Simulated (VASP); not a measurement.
# TaN (P-6m2) in VASP: a series of runs, part 2 of 2

VASP 6.6.1. Earlier steps stand in the parts before.

## Step 3: Relaxation of cell and atoms, PBE

The input, INCAR:

```
SYSTEM = TaN
PREC = Accurate ; ENCUT = 600
EDIFF = 1E-7 ; ISMEAR = -1
SIGMA = 0.15 ; LREAL = .FALSE.
LASPH = .TRUE. ; NELM = 60
ALGO = Normal ; ISIF = 3
LWAVE = .FALSE. ; LCHARG = .FALSE.
GGA = PE ; IBRION = 2
NSW = 80 ; EDIFFG = -0.001
```

The input, KPOINTS:

```
regular mesh
0
G
  18 18 14
  0 0 0
```

The input, POSCAR:

```
TaN
1.0
    2.9501846796      0.0000000000      0.0000000000
   -1.4750923398      2.5549348784      0.0000000000
    0.0000000000      0.0000000000      2.8977716012
Ta N
1 1
Direct
    0.3333333333      0.6666666667      0.5000000000
    0.0000000000      0.0000000000      0.0000000000
```

Potentials or basis: VASP PAW PBE potentials, release 64 (Ta_pv, N).

Run with:

```sh
cat potpaw_PBE.64/Ta_pv/POTCAR potpaw_PBE.64/N/POTCAR > POTCAR
mpirun -np 1 vasp_std > vasp.out
```

OUTCAR:

```text
SYSTEM = TaN
   PREC = Accurate
   ENCUT = 600
   EDIFF = 1E-7
   ISMEAR = -1
   LREAL = .FALSE.
   LASPH = .TRUE.
   NELM = 60
   ISIF = 3
   GGA = PE
   IBRION = 2
   NSW = 80
   EDIFFG = -0.001

 ion  position               nearest neighbor table
   1  0.333  0.667  0.500-   2 2.24   2 2.24   2 2.24   2 2.24   2 2.24   2 2.24
   2  0.000  0.000  0.000-   1 2.24   1 2.24   1 2.24   1 2.24   1 2.24   1 2.24

  LATTYP: Found a hexagonal cell.
 ALAT       =     2.9501846796
 C/A-ratio  =     0.9822339670

  Lattice vectors:

 A1 = (   2.9501846796,   0.0000000000,   0.0000000000)
 A2 = (  -1.4750923398,   2.5549348784,   0.0000000000)
 A3 = (   0.0000000000,   0.0000000000,   2.8977716012)

Analysis of symmetry for initial positions (statically):
=====================================================================
 Subroutine PRICEL returns:
 Original cell was already a primitive cell.

 Routine SETGRP: Setting up the symmetry group for a
 hexagonal supercell.

 Subroutine GETGRP returns: Found 12 space group operations
 (whereof 12 operations were pure point group operations)
 out of a pool of 24 trial point group operations.

The static configuration has the point symmetry D_3h.

Analysis of symmetry for dynamics (positions and initial velocities):
=====================================================================
 Subroutine PRICEL returns:
 Original cell was already a primitive cell.

 Routine SETGRP: Setting up the symmetry group for a
 hexagonal supercell.

 Subroutine GETGRP returns: Found 12 space group operations
 (whereof 12 operations were pure point group operations)
 out of a pool of 24 trial point group operations.

The dynamic configuration has the point symmetry D_3h.

 Subroutine INISYM returns: Found 12 space group operations
[... 127 lines left out ...]
   LRPA    =     F    only Hartree local field effects (RPA)
 conjugate gradient relaxation of ions
 non-spin polarized calculation
  energy-cutoff  :      600.00
  volume of cell :       21.84
 maximum number of plane-waves:       746
 NGX is ok and might be reduce to    24
   NGX = 11   NGY = 11   NGZ = 11

--------------------------------------- Ionic step        1  -------------------------------------------

 number of electron      16.0000001 magnetization

 Free energy of the ion-electron system (eV)
  ---------------------------------------------------
  ext. energy  EPLUGINS =         0.00000000
  ---------------------------------------------------
  free energy    TOTEN  =       -22.45150094 eV

  energy without entropy =      -22.44217900  energy(sigma->0) =      -22.44683997

------------------------ aborting loop because EDIFF is reached ----------------------------------------

  FORCE on cell =-STRESS in cart. coord.  units (eV):
  Direction    XX          YY          ZZ          XY          YZ          ZX
  --------------------------------------------------------------------------------------
  -------------------------------------------------------------------------------------
  Total        0.0761178      0.0761178      0.0775308      0.0000000     -0.0000000      0.0000000
  in kB        5.5834614      5.5834614      5.6871068      0.0000000     -0.0000000      0.0000000
  external PRESSURE =       5.6180099 kB  Pullay stress =       0.0000000 kB
[... 239 lines left out ...]
--------------------------------------- Ionic step        8  -------------------------------------------

 number of electron      16.0000001 magnetization

 Free energy of the ion-electron system (eV)
  ---------------------------------------------------
  ext. energy  EPLUGINS =         0.00000000
  ---------------------------------------------------
  free energy    TOTEN  =       -22.45156299 eV

  energy without entropy =      -22.44223185  energy(sigma->0) =      -22.44689742

 E-fermi :   8.1281     XC(G=0): -13.2633

 val. band max:        8.1225549936   @ k =   0.0556   0.0000   0.5000
 cond. band min:       8.1529278447   @ k =   0.0556   0.0000   0.4286
 fundamental gap:      0.0303728511
 Fermi energy:         8.1281339676

 k-point     1 :       0.0000    0.0000    0.0000
  band No.  band energies     occupation
      1     -26.7949      2.00000
      2     -26.5343      2.00000
      3     -26.5343      2.00000
      4      -9.5689      2.00000
      5       3.6062      2.00000
      6       3.6062      2.00000
      7       3.9559      2.00000
      8       5.1836      2.00000
      9      10.2029      0.00000
     10      11.6088      0.00000
     11      11.6088      0.00000
     12      12.0154      0.00000
[... 331 lines left out ...]
 k-point    24 :       0.3889    0.1111    0.0000
  band No.  band energies     occupation
      1     -27.4530      2.00000
      2     -26.8229      2.00000
      3     -26.6599      2.00000
      4      -7.3262      2.00000
      5       0.1053      2.00000
      6       3.0341      2.00000
      7       3.8910      2.00000
      8       5.8464      2.00000
      9      10.3729      0.00000
     10      11.0973      0.00000
     11      12.5592      0.00000
     12      14.0331      0.00000

 [... further k-points ...]
[... 5 lines left out ...]
  --------------------------------------------------------------------------------------
  -------------------------------------------------------------------------------------
  Total        0.0011398      0.0011398      0.0003482      0.0000000     -0.0000000      0.0000000
  in kB        0.0834683      0.0834683      0.0255019      0.0000000     -0.0000000      0.0000000
  external PRESSURE =       0.0641462 kB  Pullay stress =       0.0000000 kB
[... 17 lines left out ...]
  FREE ENERGIE OF THE ION-ELECTRON SYSTEM (eV)
  ---------------------------------------------------
  free  energy   TOTEN  =       -22.4515629898 eV

  energy  without entropy=      -22.4422318452  energy(sigma->0) =      -22.44689742

 reached required accuracy - stopping structural energy minimisation
```

Wall time 2.3 min (1 thread of Intel Xeon Platinum 8488C (Sapphire Rapids), shared host); peak memory 0.24 GiB.

Results:

| Property | Result |
| --- | --- |
| Free energy | -22.4516 eV |
| Relaxed volume | 10.94 Å³/atom |
| Relaxed cell | a = 2.952 Å, b = 2.952 Å, c = 2.899 Å, α = 90.00°, β = 90.00°, γ = 120.00° |
| Space group after relaxing (to 0.05 Å) | P-6m2 (No. 187) |
| Energy gained by relaxing | 0.0 meV/atom |
| Ionic steps | 8 |
| Pressure after relaxing | 0.0 GPa |
| Band gap on the k mesh | zero (band 8 reaches 8.31 eV, above the bottom of band 9 at 8.02 eV) |

Final structure:
```xyz
2
Lattice="2.9519 0.0000 0.0000 -1.4759 2.5564 0.0000 0.0000 0.0000 2.8992" Properties=species:S:1:pos:R:3 pbc="T T T"
Ta    0.0000    1.7043    1.4496
N     0.0000    0.0000    2.8992
```

Caveat: spin-orbit coupling is left out, which moves the levels of the heavy elements.

## Step 4: Single point, PBE

This run uses another cell than the first one, of 10.89 Å³/atom, 0.997 times its volume.

The input, INCAR:

```
PREC = Accurate
ENCUT = 520
EDIFF = 1E-6
ISMEAR = -1
SIGMA = 0.15
LREAL = F
LASPH = T
NELM = 80
ALGO = Normal
ISIF = 2
LWAVE = F
LCHARG = F
GGA = PE
NBANDS = 15
```

The input, KPOINTS:

```
Automatic mesh
0
Gamma
  18 18 14
```

The input, POSCAR:

```
TaN
1.0
    2.9474345025      0.0000000000      0.0000000000
   -1.4737172513      2.5525531552      0.0000000000
    0.0000000000      0.0000000000      2.8948587541
Ta N
1 1
Direct
    0.3333333333      0.6666666667      0.5000000000
    0.0000000000      0.0000000000      0.0000000000
```

Potentials or basis: VASP PAW PBE potentials, release 64 (Ta_pv, N).

Run with:

```sh
cat potpaw_PBE.64/Ta_pv/POTCAR potpaw_PBE.64/N/POTCAR > POTCAR
mpirun -np 1 vasp_std > vasp.out
```

OUTCAR:

```text
PREC = Accurate
   ENCUT = 520
   EDIFF = 1E-6
   ISMEAR = -1
   LREAL = F
   LASPH = T
   NELM = 80
   ISIF = 2
   GGA = PE

 ion  position               nearest neighbor table
   1  0.333  0.667  0.500-   2 2.23   2 2.23   2 2.23   2 2.23   2 2.23   2 2.23
   2  0.000  0.000  0.000-   1 2.23   1 2.23   1 2.23   1 2.23   1 2.23   1 2.23

  LATTYP: Found a hexagonal cell.
 ALAT       =     2.9474345025
 C/A-ratio  =     0.9821621996

  Lattice vectors:

 A1 = (   2.9474345025,   0.0000000000,   0.0000000000)
 A2 = (  -1.4737172513,   2.5525531552,   0.0000000000)
 A3 = (   0.0000000000,   0.0000000000,   2.8948587541)

Analysis of symmetry for initial positions (statically):
=====================================================================
 Subroutine PRICEL returns:
 Original cell was already a primitive cell.

 Routine SETGRP: Setting up the symmetry group for a
 hexagonal supercell.

 Subroutine GETGRP returns: Found 12 space group operations
 (whereof 12 operations were pure point group operations)
 out of a pool of 24 trial point group operations.

The static configuration has the point symmetry D_3h.

Analysis of symmetry for dynamics (positions and initial velocities):
=====================================================================
 Subroutine PRICEL returns:
 Original cell was already a primitive cell.

 Routine SETGRP: Setting up the symmetry group for a
 hexagonal supercell.

 Subroutine GETGRP returns: Found 12 space group operations
 (whereof 12 operations were pure point group operations)
 out of a pool of 24 trial point group operations.

The dynamic configuration has the point symmetry D_3h.

 Subroutine INISYM returns: Found 12 space group operations
 (whereof 12 operations are pure point group operations),
 and found     1 'primitive' translations

[... 117 lines left out ...]
  Thomas-Fermi vector in A             =   2.591614
   LORBIT       =      0    0 simple, 1 ext, 2 COOP (PROOUT), +10 PAW based schemes
   GGA     = PE    functional components
   LHFCALC =     F    Hartree Fock is set to
   AEXX    =    0.0000 exact exchange contribution
   IVDW    =     0    specifies the selected vdW correction
   LEPSILON=     F    determine dielectric tensor
   LRPA    =     F    only Hartree local field effects (RPA)
 non-spin polarized calculation
  energy-cutoff  :      520.00
  volume of cell :       21.78
 maximum number of plane-waves:       611
 NGX is ok and might be reduce to    24
   NGX = 11   NGY = 11   NGZ = 11

 number of electron      16.0000001 magnetization

 Free energy of the ion-electron system (eV)
  ---------------------------------------------------
  ext. energy  EPLUGINS =         0.00000000
  ---------------------------------------------------
  free energy    TOTEN  =       -22.44877988 eV

  energy without entropy =      -22.43946634  energy(sigma->0) =      -22.44412311

 E-fermi :   8.1756     XC(G=0): -13.2880

 val. band max:        8.1690774539   @ k =   0.0556   0.0000   0.5000
 cond. band min:       8.1995448668   @ k =   0.0556   0.0000   0.4286
 fundamental gap:      0.0304674129
 Fermi energy:         8.1755772590

 k-point     1 :       0.0000    0.0000    0.0000
  band No.  band energies     occupation
      1     -26.7351      2.00000
      2     -26.4725      2.00000
      3     -26.4725      2.00000
      4      -9.5558      2.00000
      5       3.6336      2.00000
      6       3.6336      2.00000
      7       3.9823      2.00000
      8       5.2246      2.00000
      9      10.2832      0.00000
     10      11.6761      0.00000
     11      11.6761      0.00000
     12      12.0880      0.00000
     13      12.0880      0.00000
     14      21.1754      0.00000
[... 401 lines left out ...]
      2     -26.7657      2.00000
      3     -26.5977      2.00000
      4      -7.2954      2.00000
      5       0.1272      2.00000
      6       3.0594      2.00000
      7       3.9232      2.00000
      8       5.8828      2.00000
      9      10.4322      0.00000
     10      11.1628      0.00000
     11      12.6364      0.00000
     12      14.1135      0.00000
     13      16.6103      0.00000
     14      20.1223      0.00000
     15      21.4806      0.00000

 [... further k-points ...]
[... 5 lines left out ...]
  --------------------------------------------------------------------------------------
  -------------------------------------------------------------------------------------
  Total        0.2174564      0.2174564      0.2401715     -0.0000000      0.0000000     -0.0000000
  in kB       15.9969202     15.9969202     17.6679346     -0.0000000      0.0000000     -0.0000000
  external PRESSURE =      16.5539250 kB  Pullay stress =       0.0000000 kB

 VOLUME and BASIS-vectors are now :
 -----------------------------------------------------------------------------
  energy-cutoff  :      520.00
  volume of cell :       21.78
      direct lattice vectors                 reciprocal lattice vectors
     2.947434503  0.000000000  0.000000000     0.339278108  0.195882307  0.000000000
    -1.473717251  2.552553155  0.000000000     0.000000000  0.391764613  0.000000000
     0.000000000  0.000000000  2.894858754     0.000000000  0.000000000  0.345439997

 POSITION                                       TOTAL-FORCE (eV/Angst)
 -----------------------------------------------------------------------------------
     -0.00000      1.70170      1.44743        -0.000000      0.000000      0.000000
      0.00000      0.00000      0.00000         0.000000      0.000000      0.000000
 -----------------------------------------------------------------------------------
    total drift:                                0.000000     -0.000000     -0.000000

  FREE ENERGIE OF THE ION-ELECTRON SYSTEM (eV)
  ---------------------------------------------------
  free  energy   TOTEN  =       -22.4487798828 eV

  energy  without entropy=      -22.4394663450  energy(sigma->0) =      -22.44412311
```

It took 46 s on 1 thread of Intel Xeon Platinum 8259CL at 2.50GHz (Skylake/Cascade Lake), shared host; peak memory 0.22 GiB.

What came out:

```yaml
Free_energy: -22.4488 eV
Pressure: 1.7 GPa
Band_gap_on_the_k_mesh: zero (band 8 reaches 8.36 eV, above the bottom of band 9 at 8.06 eV)
```

Stress tensor (GPa, compression positive):
```
1.60 0.00 0.00
0.00 1.60 0.00
0.00 0.00 1.77
```

Caveat: spin-orbit coupling is left out, which moves the levels of the heavy elements.

## Step 5: Relaxation of cell and atoms, PBE, target pressure 1 GPa, at which the enthalpy is minimised

The input, INCAR:

```
SYSTEM = TaN
PREC     = Accurate       ! precision mode
ENCUT    = 600            ! plane-wave cutoff, eV
EDIFF    = 1E-6           ! SCF threshold, eV
ISMEAR   = -1             ! smearing method
SIGMA    = 0.15           ! smearing width, eV
LREAL    = .False.        ! projectors in reciprocal space
LASPH    = .True.         ! aspherical terms in the spheres
NELM     = 80             ! most SCF steps
ALGO     = Normal         ! electronic algorithm
ISIF     = 3              ! what is computed and relaxed
LWAVE    = .False.        ! write WAVECAR
LCHARG   = .False.        ! write CHGCAR
GGA      = PE             ! functional
IBRION   = 2              ! ionic algorithm
NSW      = 80             ! ionic steps
EDIFFG   = -0.001         ! ionic threshold
PSTRESS  = 10.0
```

The input, KPOINTS:

```
Automatic mesh
0
Gamma
  18 18 14
  0 0 0
```

The input, POSCAR:

```
TaN
1.0
    2.9504707854      0.0000000000      0.0000000000
   -1.4752353927      2.5551826533      0.0000000000
    0.0000000000      0.0000000000      2.8973536918
Ta N
1 1
Direct
    0.3333333333      0.6666666667      0.5000000000
    0.0000000000      0.0000000000      0.0000000000
```

Run with:

```sh
cat potpaw_PBE.64/Ta_pv/POTCAR potpaw_PBE.64/N/POTCAR > POTCAR
mpirun -np 1 vasp_std > vasp.out
```

Run time: 2.2 min. Hardware: 1 thread of Intel Xeon Platinum 8259CL at 2.50GHz (Skylake/Cascade Lake), shared host; peak memory 0.24 GiB.

Results (log left out):

```
Free energy                                            : -22.4514 eV
Relaxed volume                                         : 10.91 Å³/atom
Relaxed cell                                           : a = 2.949 Å, b = 2.949 Å, c = 2.897 Å, α = 90.00°, β = 90.00°, γ = 120.00°
Space group after relaxing (to 0.05 Å)                 : P-6m2 (No. 187)
Energy change on relaxing (the enthalpy is what falls) : +0.1 meV/atom
Ionic steps                                            : 10
Pressure after relaxing                                : 1.0 GPa
Band gap on the k mesh                                 : zero (band 8 reaches 8.34 eV, above the bottom of band 9 at 8.05 eV)
```

Step by step:
```tsv
step	energy change (eV)	largest force (eV/Å)	pressure (GPa)	volume (Å³)
1	0.0000	0.0000	0.55	21.84
2	0.0008	0.0000	2.06	21.75
3	0.0001	0.0000	1.09	21.81
4	0.0001	0.0000	0.95	21.82
5	0.0001	0.0000	0.93	21.82
6	0.0001	0.0000	0.96	21.82
7	0.0001	0.0000	0.98	21.81
8	0.0001	0.0000	0.99	21.81
9	0.0001	0.0000	1.00	21.81
10	0.0001	0.0000	1.00	21.81
```

Final structure:
```cif
data_structure
_symmetry_space_group_name_H-M 'P 1'
_symmetry_Int_Tables_number 1
_cell_length_a 2.9489
_cell_length_b 2.9489
_cell_length_c 2.8966
_cell_angle_alpha 90.000
_cell_angle_beta 90.000
_cell_angle_gamma 120.000
_cell_volume 21.81
loop_
_atom_site_label
_atom_site_type_symbol
_atom_site_fract_x
_atom_site_fract_y
_atom_site_fract_z
_atom_site_occupancy
Ta1 Ta 0.33333 0.66667 0.50000 1
N1 N 0.00000 0.00000 0.00000 1
```

Levels at points of the mesh, in eV from the Fermi level:
| k point | band 6 | band 7 | band 8 | band 9 | band 10 | band 11 |
| --- | --- | --- | --- | --- | --- | --- |
| (0.00, 0.00, 0.00) | -4.53 | -4.19 | -2.95 | 2.10 | 3.49 | 3.49 |
| (0.50, 0.00, 0.00) | -5.17 | -3.46 | -3.19 | 2.93 | 3.93 | 5.11 |
| (0.00, 0.00, 0.50) | -3.73 | -3.73 | -0.11 | -0.11 | 2.32 | 3.27 |
| (0.50, 0.00, 0.50) | -6.17 | -5.64 | -0.42 | 4.04 | 5.24 | 5.89 |

Caveat: the cell is relaxed towards a set pressure, so the enthalpy falls and the energy may rise; spin-orbit coupling is left out, which moves the levels of the heavy elements.

## Step 6: Overview

| task | cell | cutoff (eV) | gap on the mesh (eV) | pressure (GPa) |
| --- | --- | --- | --- | --- |
| single point | a = 2.950, b = 2.950, c = 2.897 Å, angles 90.0, 90.0, 120.0°, 2 atoms | 520 | none | 0.7 |
| relaxation of cell and atoms | relaxed from a = 2.950, b = 2.950, c = 2.898 Å, angles 90.0, 90.0, 120.0°, 2 atoms | 600 | none | 0.0 |
| single point | a = 2.947, b = 2.947, c = 2.895 Å, angles 90.0, 90.0, 120.0°, 2 atoms | 520 | none | 1.7 |
| relaxation of cell and atoms | relaxed to 1 GPa from a = 2.950, b = 2.950, c = 2.897 Å, angles 90.0, 90.0, 120.0°, 2 atoms | 600 | none | 1.0 |

Alike in all rows: level PBE; potentials or basis VASP PAW PBE potentials, release 64 (Ta_pv, N); no spin polarisation; k mesh 18 × 18 × 14; smearing fermi-dirac 0.15 eV.

Caveats: spin-orbit coupling is left out, which moves the levels of the heavy elements; the cell is relaxed towards a set pressure, so the enthalpy falls and the energy may rise (some runs).

Absolute energies hang on the potentials; compare differences alone.
